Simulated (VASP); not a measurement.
# MnO (Fm-3m) in VASP: notebook

Runs on MnO. Level: PBE. Tasks: single point.

Everything below comes from runs of VASP 6.6.1. Logs are shortened: lines on timing, memory, paths and dates and some standing lists are left out, and cuts for length are marked.

### Step 1. The cell of the first run

Symmetry: Fm-3m, No. 225, cubic system. Conventional cell: a = 4.444 Å, b = 4.444 Å, c = 4.444 Å, α = 90.00°, β = 90.00°, γ = 90.00°. Within 2.9 Å of Mn (site symmetry m-3m) lie 6 O at 2.22 Å. O (site symmetry m-3m) has 6 Mn at 2.22 Å within 2.9 Å.

### Step 2. Single point, PBE, collinear spin, ferromagnetic start

The input, INCAR:

```
SYSTEM = MnO
PREC     = Accurate       ! precision mode
ENCUT    = 520            ! plane-wave cutoff, eV
EDIFF    = 1E-6           ! SCF threshold, eV
ISMEAR   = -1             ! smearing method
SIGMA    = 0.05           ! smearing width, eV
LREAL    = .FALSE.        ! projectors in reciprocal space
LASPH    = .TRUE.         ! aspherical terms in the spheres
NELM     = 150            ! most SCF steps
ALGO     = Normal         ! electronic algorithm
ISIF     = 2              ! what is computed and relaxed
LWAVE    = .FALSE.        ! write WAVECAR
LCHARG   = .FALSE.        ! write CHGCAR
ISPIN    = 2              ! spin polarisation
MAGMOM   = 2 0            ! initial moments
LORBIT   = 11             ! projections on sites
NUPDOWN  = 2.0            ! fixed moment
LMAXMIX  = 4              ! l up to which the mixer works
GGA      = PE             ! functional
NBANDS   = 20             ! bands
```

The input, KPOINTS:

```
regular mesh
0
G
  9 9 9
  0 0 0
```

The input, POSCAR:

```
MnO
1.0
    0.0000000000      2.2220003300      2.2220003300
    2.2220003300      0.0000000000      2.2220003300
    2.2220003300      2.2220003300      0.0000000000
Mn O
1 1
Direct
    0.0000000000      0.0000000000      0.0000000000
    0.5000000000      0.5000000000      0.5000000000
```

Potentials or basis: VASP PAW PBE potentials, release 64 (Mn_pv, O).

The run is started by

```
cat potpaw_PBE.64/Mn_pv/POTCAR potpaw_PBE.64/O/POTCAR > POTCAR
mpirun -np 1 vasp_std > vasp.out
```

OUTCAR:

```text
SYSTEM = MnO
   PREC = Accurate
   ENCUT = 520
   EDIFF = 1E-6
   ISMEAR = -1
   LREAL = .FALSE.
   LASPH = .TRUE.
   NELM = 150
   ISIF = 2
   ISPIN = 2
   LORBIT = 11
   NUPDOWN = 2.0
   GGA = PE

 ion  position               nearest neighbor table
   1  0.000  0.000  0.000-   2 2.22   2 2.22   2 2.22   2 2.22   2 2.22   2 2.22
   2  0.500  0.500  0.500-   1 2.22   1 2.22   1 2.22   1 2.22   1 2.22   1 2.22

  LATTYP: Found a face centered cubic cell.
 ALAT       =     4.4440006600

  Lattice vectors:

 A1 = (   0.0000000000,   2.2220003300,   2.2220003300)
 A2 = (   2.2220003300,   0.0000000000,   2.2220003300)
 A3 = (   2.2220003300,   2.2220003300,   0.0000000000)

Analysis of symmetry for initial positions (statically):
=====================================================================
 Subroutine PRICEL returns:
 Original cell was already a primitive cell.

 Routine SETGRP: Setting up the symmetry group for a
 face centered cubic supercell.

 Subroutine GETGRP returns: Found 48 space group operations
 (whereof 48 operations were pure point group operations)
 out of a pool of 48 trial point group operations.

The static configuration has the point symmetry O_h .

Analysis of symmetry for dynamics (positions and initial velocities):
=====================================================================
 Subroutine PRICEL returns:
 Original cell was already a primitive cell.

 Routine SETGRP: Setting up the symmetry group for a
 face centered cubic supercell.

 Subroutine GETGRP returns: Found 48 space group operations
 (whereof 48 operations were pure point group operations)
 out of a pool of 48 trial point group operations.

The dynamic configuration has the point symmetry O_h .

Analysis of structural, dynamic, and magnetic symmetry:
=====================================================================
 Subroutine PRICEL returns:
 Original cell was already a primitive cell.

 Routine SETGRP: Setting up the symmetry group for a
 face centered cubic supercell.

 Subroutine GETGRP returns: Found 48 space group operations
 (whereof 48 operations were pure point group operations)
 out of a pool of 48 trial point group operations.

The overall configuration has the point symmetry O_h .

 Subroutine INISYM returns: Found 48 space group operations
 (whereof 48 operations are pure point group operations),
 and found     1 'primitive' translations

----------------------------------------------------------------------------------------

                                     Primitive cell

  volume of cell :      21.9413

  direct lattice vectors                    reciprocal lattice vectors
     0.000000000  2.222000330  2.222000330    -0.225022469  0.225022469  0.225022469
     2.222000330  0.000000000  2.222000330     0.225022469 -0.225022469  0.225022469
     2.222000330  2.222000330  0.000000000     0.225022469  0.225022469 -0.225022469

  length of vectors
     3.142383002  3.142383002  3.142383002     0.389750349  0.389750349  0.389750349

  position of ions in fractional coordinates (direct lattice)
     0.000000000  0.000000000  0.000000000
     0.500000000  0.500000000  0.500000000

  ion indices of the primitive-cell ions
   primitive index   ion index
                 1           1
                 2           2

----------------------------------------------------------------------------------------

 KPOINTS: regular mesh

Automatic generation of k-mesh.
 Grid dimensions read from file:
 generate k-points for:    9    9    9

 Generating k-lattice:

  Cartesian coordinates                     Fractional coordinates (reciprocal lattice)
    -0.025002497  0.025002497  0.025002497     0.111111111  0.000000000  0.000000000
     0.025002497 -0.025002497  0.025002497     0.000000000  0.111111111  0.000000000
     0.025002497  0.025002497 -0.025002497     0.000000000  0.000000000  0.111111111

  Length of vectors
     0.043305594  0.043305594  0.043305594

  Shift w.r.t. Gamma in fractional coordinates (k-lattice)
     0.000000000  0.000000000  0.000000000

 Subroutine IBZKPT returns following result:
 ===========================================

 Found     35 irreducible k-points:

 Following reciprocal coordinates:
            Coordinates               Weight
  0.000000  0.000000  0.000000      1.000000
  0.111111  0.000000  0.000000      8.000000
  0.222222  0.000000  0.000000      8.000000
  0.333333  0.000000  0.000000      8.000000
  0.444444  0.000000  0.000000      8.000000
  0.111111  0.111111  0.000000      6.000000
[... 16 lines left out ...]
 -0.333333  0.333333  0.000000     12.000000
  0.444444  0.444444  0.000000      6.000000
 [... further k-points ...]
   k-points           NKPTS =     35   k-points in BZ     NKDIM =     35   number of bands    NBANDS=     20
   number of dos      NEDOS =    301   number of ions     NIONS =      2
   total plane-waves  NPLWV =  13824
   dimension x,y,z NGX =    24 NGY =   24 NGZ =   24
   dimension x,y,z NGXF=    48 NGYF=   48 NGZF=   48
   ions per type =               1   1
   NGX,Y,Z   is equivalent  to a cutoff of  12.70, 12.70, 12.70 a.u.
   NGXF,Y,Z  is equivalent  to a cutoff of  25.39, 25.39, 25.39 a.u.
 SYSTEM =  MnO
   PREC   = accura    normal or accurate (medium, high low for compatibility)
   ISTART =      0    job   : 0-new  1-cont  2-samecut
   ICHARG =      2    charge: 1-file 2-atom 10-const
   ISPIN  =      2    spin polarized calculation?
   LNONCOLLINEAR =      F non collinear calculations
   LSORBIT =      F    spin-orbit coupling
   LASPH  =      T    aspherical Exc in radial PAW
   ENCUT  =  520.0 eV  38.22 Ry    6.18 a.u.   5.84  5.84  5.84*2*pi/ulx,y,z
   NELM   =    150;   NELMIN=  2; NELMDL= -5     # of ELM steps
   EDIFF  = 0.1E-05   stopping-criterion for ELM
   LREAL  =      F    real-space projection
   EDIFFG = 0.1E-04   stopping-criterion for IOM
   NSW    =      0    number of steps for IOM
   IBRION =     -1    ionic relax: 0-MD 1-quasi-New 2-CG
   NFREE  =      0    steps in history (QN), initial steepest desc. (CG)
   ISIF   =      2    stress and relaxation
   ISYM   =      2    0-nonsym 1-usesym 2-fastsym
   POTIM  = 0.5000    time-step for ionic-motion
   TEBEG  =    0.0;   TEEND  =   0.0 temperature during run
   PSTRESS=    0.0 pullay stress
   NELECT =      19.0000    total number of electrons
   NUPDOWN=       2.0000    fix difference up-down
   EMIN   =  10.00;   EMAX   =-10.00  energy-range for DOS
   EFERMI =   0.00;   METHOD = LEGACY
   ISMEAR =    -1;   SIGMA  =   0.05  broadening in eV -4-tet -1-fermi 0-gaus
   EFERMI_NEDOS =   21; number of points for ismear=-14 and -15
   IALGO  =     38    algorithm
   IMIX   =      4    mixing-type and parameters
     AMIX     =   0.40;   BMIX     =  1.00
     AMIX_MAG =   1.60;   BMIX_MAG =  1.00
  volume/ion in A,a.u.               =      10.97        74.03
  Fermi-wavevector in a.u.,A,eV,Ry     =   1.560409  2.948746 33.128523  2.434878
  Thomas-Fermi vector in A             =   2.663626
   LORBIT       =     11    0 simple, 1 ext, 2 COOP (PROOUT), +10 PAW based schemes
   GGA     = PE    functional components
   LHFCALC =     F    Hartree Fock is set to
   AEXX    =    0.0000 exact exchange contribution
   IVDW    =     0    specifies the selected vdW correction
   LEPSILON=     F    determine dielectric tensor
   LRPA    =     F    only Hartree local field effects (RPA)
 spin polarized calculation
  energy-cutoff  :      520.00
  volume of cell :       21.94
 maximum number of plane-waves:       609
   NGX = 11   NGY = 11   NGZ = 11

 number of electron      18.9999992 magnetization       1.9999999

 Free energy of the ion-electron system (eV)
  ---------------------------------------------------
  ext. energy  EPLUGINS =         0.00000000
  ---------------------------------------------------
  free energy    TOTEN  =       -14.97983013 eV

  energy without entropy =      -14.94769007  energy(sigma->0) =      -14.96376010

 E-fermi :   7.8067     XC(G=0): -12.0005

 val. band max:        7.8006337204   @ k =  -0.3333   0.3333   0.1111
 cond. band min:       6.7585375294   @ k =  -0.4444   0.3333   0.1111
 fundamental gap:     -1.0420961910
 Fermi energy:         6.7063826883

 spin component 1

 k-point     1 :       0.0000    0.0000    0.0000
  band No.  band energies     occupation
      1     -41.9904      1.00000
      2     -41.9904      1.00000
      3     -41.9904      1.00000
      4     -13.0878      1.00000
      5       3.3660      1.00000
      6       3.3660      1.00000
[... 12 lines left out ...]
     19      27.7341      0.00000
     20      27.7341      0.00000
[... 507 lines left out ...]
 k-point    24 :       0.4444    0.4444    0.0000
  band No.  band energies     occupation
      1     -42.0477      1.00000
      2     -42.0138      1.00000
      3     -42.0137      1.00000
      4     -12.2228      1.00000
      5       0.3641      1.00000
      6       2.4140      1.00000
[... 12 lines left out ...]
     19      33.6597      0.00000
     20      35.7112      0.00000

 [... further k-points ...]

 spin component 2

 k-point     1 :       0.0000    0.0000    0.0000
  band No.  band energies     occupation
      1     -39.8801      1.00000
      2     -39.8801      1.00000
      3     -39.8801      1.00000
      4     -13.1024      1.00000
      5       3.3251      1.00000
      6       3.3251      1.00000
[... 12 lines left out ...]
     19      28.6815      0.00000
     20      28.6816      0.00000
[... 507 lines left out ...]
 k-point    24 :       0.4444    0.4444    0.0000
  band No.  band energies     occupation
      1     -39.9443      1.00000
      2     -39.9061      1.00000
      3     -39.9061      1.00000
      4     -12.2518      1.00000
      5       0.4221      1.00000
      6       2.4164      1.00000
[... 12 lines left out ...]
     19      33.9255      0.00000
     20      35.7002      0.00000

 [... further k-points ...]

------------------------ aborting loop because EDIFF is reached ----------------------------------------

  FORCE on cell =-STRESS in cart. coord.  units (eV):
  Direction    XX          YY          ZZ          XY          YZ          ZX
  --------------------------------------------------------------------------------------
  -------------------------------------------------------------------------------------
  Total       -4.0136173     -4.0136173     -4.0136173      0.0000000     -0.0000000      0.0000000
  in kB     -293.0786546   -293.0786546   -293.0786546      0.0000000     -0.0000000      0.0000000
  external PRESSURE =    -293.0786546 kB  Pullay stress =       0.0000000 kB

 VOLUME and BASIS-vectors are now :
 -----------------------------------------------------------------------------
  energy-cutoff  :      520.00
  volume of cell :       21.94
      direct lattice vectors                 reciprocal lattice vectors
     0.000000000  2.222000330  2.222000330    -0.225022469  0.225022469  0.225022469
     2.222000330  0.000000000  2.222000330     0.225022469 -0.225022469  0.225022469
     2.222000330  2.222000330  0.000000000     0.225022469  0.225022469 -0.225022469

 POSITION                                       TOTAL-FORCE (eV/Angst)
 -----------------------------------------------------------------------------------
      0.00000      0.00000      0.00000         0.000000     -0.000000      0.000000
      2.22200      2.22200      2.22200        -0.000000      0.000000      0.000000
 -----------------------------------------------------------------------------------
    total drift:                                0.000000     -0.000000     -0.000000

  FREE ENERGIE OF THE ION-ELECTRON SYSTEM (eV)
  ---------------------------------------------------
  free  energy   TOTEN  =       -14.9798301313 eV

  energy  without entropy=      -14.9476900670  energy(sigma->0) =      -14.96376010

 total charge

# of ion       s       p       d       tot
------------------------------------------
    1        0.185   6.151   5.064  11.399
    2        1.555   3.353   0.000   4.909
--------------------------------------------------
tot          1.740   9.504   5.064  16.308

 magnetization (x)

# of ion       s       p       d       tot
------------------------------------------
    1        0.010   0.005   1.980   1.994
    2        0.003  -0.026   0.000  -0.023
--------------------------------------------------
tot          0.012  -0.021   1.980   1.971
```

Run time: 62 s. Hardware: 1 thread of Intel Xeon 6975P-C, shared host; peak memory 0.16 GiB.

What came out:

```
Free energy                                           : -14.9798 eV
Pressure                                              : -29.3 GPa
Net moment                                            : 2.00 μB per cell
Site moments                                          : Mn +1.99; O -0.02 μB
Valence electrons inside the program's atomic spheres : Mn 11.40; O 4.91
```

Caveat: the total moment is fixed, so each spin has its own Fermi level; a cell with one magnetic atom can't hold antiferromagnetic order, which such compounds often take.

### Step 3. Single point, PBE, collinear spin, ferromagnetic start

The input, INCAR:

```
SYSTEM = MnO
ALGO     = Normal         ! electronic algorithm
EDIFF    = 1E-6           ! SCF threshold, eV
ENCUT    = 520            ! plane-wave cutoff, eV
GGA      = PE             ! functional
ISIF     = 2              ! what is computed and relaxed
ISMEAR   = -1             ! smearing method
ISPIN    = 2              ! spin polarisation
LASPH    = .True.         ! aspherical terms in the spheres
LCHARG   = .False.        ! write CHGCAR
LMAXMIX  = 4              ! l up to which the mixer works
LORBIT   = 11             ! projections on sites
LREAL    = .False.        ! projectors in reciprocal space
LWAVE    = .False.        ! write WAVECAR
MAGMOM   = 3 0            ! initial moments
NBANDS   = 20             ! bands
NELM     = 150            ! most SCF steps
NUPDOWN  = 3.0            ! fixed moment
PREC     = Accurate       ! precision mode
SIGMA    = 0.05           ! smearing width, eV
```

The input, KPOINTS:

```
k-points
0
Gamma
  9 9 9
  0 0 0
```

POSCAR is that of step 2.

Potentials or basis: VASP PAW PBE potentials, release 64 (Mn_pv, O).

The run is started by

```
cat potpaw_PBE.64/Mn_pv/POTCAR potpaw_PBE.64/O/POTCAR > POTCAR
mpirun -np 1 vasp_std > vasp.out
```

Wall time 54 s (1 thread of Intel Xeon 6975P-C, shared host); peak memory 0.16 GiB.

Results (log left out):

- Free energy: -15.6246 eV
- Pressure: -23.0 GPa
- Net moment: 3.00 μB per cell
- Site moments: Mn +2.94; O -0.02 μB
- Valence electrons inside the program's atomic spheres: Mn 11.39; O 4.92

Caveat: the total moment is fixed, so each spin has its own Fermi level; a cell with one magnetic atom can't hold antiferromagnetic order, which such compounds often take.

### Step 4. Single point, PBE, collinear spin, ferromagnetic start

The input, INCAR:

```
ALGO = Normal
EDIFF = 1E-7
ENCUT = 520
GGA = PE
ISIF = 2
ISMEAR = -1
ISPIN = 2
LASPH = T
LCHARG = F
LMAXMIX = 4
LORBIT = 11
LREAL = F
LWAVE = F
MAGMOM = 4 0
NBANDS = 20
NELM = 150
NUPDOWN = 4.0
PREC = Accurate
SIGMA = 0.05
```

The input, KPOINTS:

```
k-points
0
Gamma
  9 9 9
```

POSCAR is that of step 3.

The run is started by

```
cat potpaw_PBE.64/Mn_pv/POTCAR potpaw_PBE.64/O/POTCAR > POTCAR
mpirun -np 1 vasp_std > vasp.out
```

It took 54 s on 1 thread of Intel Xeon 6975P-C, shared host; peak memory 0.16 GiB.

Results (log left out):

| Property | Result |
| --- | --- |
| Free energy | -16.2047 eV |
| Pressure | -12.3 GPa |
| Net moment | 4.00 μB per cell |
| Site moments | Mn +3.77; O +0.07 μB |
| Valence electrons inside the program's atomic spheres | Mn 11.37; O 4.94 |

Caveat: the total moment is fixed, so each spin has its own Fermi level; a cell with one magnetic atom can't hold antiferromagnetic order, which such compounds often take.

[end of part 1 of 2]
